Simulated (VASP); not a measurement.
# RbBr: relaxation of cell and atoms with PBEsol

RbBr:

```
CELL_PARAMETERS angstrom
4.12608 0.00000 0.00000
0.00000 4.12608 0.00000
0.00000 0.00000 4.12608
ATOMIC_POSITIONS crystal
Rb 0.00000 0.00000 0.00000
Br 0.50000 0.50000 0.50000
```

```
Program                : VASP 6.6.1
Task                   : relaxation of cell and atoms
Functional             : PBEsol
Potentials or basis    : VASP PAW PBE potentials, release 64 (Rb_sv, Br)
Cutoff                 : 600 eV
k mesh                 : 7 × 7 × 7
Occupations            : fermi-dirac, width 0.05 eV
Spin                   : no spin polarisation
Dipole correction      : no
Further INCAR settings : ALGO = Normal; EDIFF = 1e-06; IBRION = 2; EDIFFG = -0.02; NSW = 80; ISIF = 3
```

* Relaxed volume: 33.82 Å³/atom
* Relaxed cell: a = 4.074 Å, b = 4.074 Å, c = 4.074 Å, α = 90.00°, β = 90.00°, γ = 90.00°
* Space group after relaxing (to 0.1 Å): Pm-3m (No. 221)
* Energy gained by relaxing: 2.2 meV/atom
* Ionic steps: 3
* Pressure after relaxing: 0.0 GPa
* Band gap on the k mesh: 4.05 eV (least direct gap 4.19 eV)

The path:
| step | energy change (eV) | largest force (eV/Å) | pressure (GPa) | volume (Å³) |
| --- | --- | --- | --- | --- |
| 1 | 0.0000 | 0.0000 | -0.56 | 70.24 |
| 2 | -0.0033 | 0.0000 | -0.30 | 69.01 |
| 3 | -0.0045 | 0.0000 | 0.03 | 67.64 |

Final structure:
```
Rb Br
1.0
     4.07436    0.00000    0.00000
     0.00000    4.07436    0.00000
     0.00000    0.00000    4.07436
Rb Br
1 1
Direct
  0.00000 0.00000 0.00000
  0.50000 0.50000 0.50000
```

Levels at points of the mesh, in eV from the valence-band top:
```tsv
k point	band 4	band 5	band 6	band 7	band 8	band 9	band 10	band 11	band 12
(0.00, 0.00, 0.00)	-8.94	-8.94	-0.13	-0.13	-0.13	4.05	5.44	5.44	10.03
```

It took 75 s on 1 thread of Intel Xeon 8259CL, on a shared host, peak memory 0.22 GiB.

Caveat: the PAW data sets were made with another functional, which shifts forces and pressure a little; an odd mesh through Γ misses points on the zone boundary, where band edges can lie.
